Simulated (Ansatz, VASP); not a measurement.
# CdS in VASP and in Ansatz

```xyz
2
Lattice="0.0000 2.9631 2.9631 2.9631 0.0000 2.9631 2.9631 2.9631 0.0000" Properties=species:S:1:pos:R:3 pbc="T T T"
Cd    0.0000    0.0000    0.0000
S     1.4816    1.4816    1.4816
```

Alike in both runs: functional PBE; k mesh 8 × 8 × 8; occupations gaussian, width 0.02 eV; no spin polarisation.

Ansatz relaxed the structure, and its values are those at the end. VASP's run is a single point on that final structure, the one shown.

```csv
,VASP,Ansatz
version,VASP 6.6.1,Ansatz 0.2.0
potentials or method,"VASP PAW PBE potentials, release 64 (Cd, S), cutoff 520 eV","scalar-relativistic, plane waves, PAW"
valence electrons in the cell,18,26
```

```tsv
	VASP	Ansatz	Ansatz less VASP
gap on the k mesh at the Fermi level (eV)	1.04	1.04	-0.002
least direct gap on the mesh (eV)	1.04	1.04	-0.002
pressure (GPa)	0.3	0.0	-0.29
```

VASP's potentials hold 18 valence electrons a cell and Ansatz's 26, so a difference there can come from the potentials and not from the codes.
